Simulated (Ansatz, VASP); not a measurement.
**TaN: VASP beside Ansatz**

INCAR

```
PREC = Accurate
ENCUT = 520
EDIFF = 1E-6
ISMEAR = -1
SIGMA = 0.02
LREAL = False
LASPH = True
NELM = 60
ALGO = Normal
ISIF = 2
LWAVE = False
LCHARG = True
GGA = PS
LELF = True
LVHAR = True
NBANDS = 33
```

Contents of KPOINTS:

```
regular mesh
0
Gamma
  8 8 11
```

POSCAR

```
TaN
1.0
    5.1960000000      0.0000000000      0.0000000000
   -2.5980000000      4.4998679981      0.0000000000
    0.0000000000      0.0000000000      2.9110000000
Ta N
3 3
Direct
    0.0000000000      0.0000000000      0.0343524562
    0.6666666667      0.3333333333      0.5000000000
    0.3333333333      0.6666666667      0.5000000000
    0.0000000000      0.3928500000      0.0000000000
    0.6071500000      0.6071500000      0.0000000000
    0.3928500000      0.0000000000      0.0000000000
```

Input for Ansatz:

```yaml
crystal:
  lattice:
    - [5.196, 0.0, 0.0]
    - [-2.598, 4.4998679981, 0.0]
    - [0.0, 0.0, 2.911]
  atoms:
    - { symbol: Ta, position: [0.0, 0.0, 0.0343524562] }
    - { symbol: Ta, position: [0.6666666667, 0.3333333333, 0.5] }
    - { symbol: Ta, position: [0.3333333333, 0.6666666667, 0.5] }
    - { symbol: "N", position: [0.0, 0.39285, 0.0] }
    - { symbol: "N", position: [0.60715, 0.60715, 0.0] }
    - { symbol: "N", position: [0.39285, 0.0, 0.0] }
hamiltonian:
  xc: pbesol
  pseudopotentials: { kind: paw }
kpoints:
  mp_grid: { grid: [8, 8, 11] }
scf:
  occupations: { method: fermi_dirac, width: 0.02 }
  convergence: { dr2_threshold: 1.0e-09 }
basis:
  ecutwfc: 600
output:
  forces: true
  stress: true
```

Alike in both runs: task single point; functional PBEsol; k mesh 8 × 8 × 11; occupations fermi-dirac, width 0.02 eV; no spin polarisation.

|  | VASP | Ansatz |
| --- | --- | --- |
| version | VASP 6.6.1 | Ansatz 0.2.0 |
| potentials or method | VASP PAW PBE potentials, release 64 (Ta_pv, N), cutoff 520 eV | scalar-relativistic, plane waves, PAW |
| valence electrons in the cell | 48 | 54 |

```tsv
	VASP	Ansatz	Ansatz less VASP
pressure (GPa)	-2.9	-3.8	-0.83
traceless stress, the component that is largest in VASP (GPa)	-1.26	-1.20	+0.065
rms of the force components (eV/Å)	0.298	0.301	+0.0023
```

VASP's potentials were made for PBE, not for PBEsol. Atom by atom the forces differ by 0.004 eV/Å (rms over components). With one functional, cell and mesh, what is left measures potentials, basis and numerics. VASP's potentials hold 48 valence electrons a cell and Ansatz's 54, so a difference there can come from the potentials and not from the codes. Ansatz's warnings: stress scf threshold loose.

Neither program's run includes spin-orbit coupling.
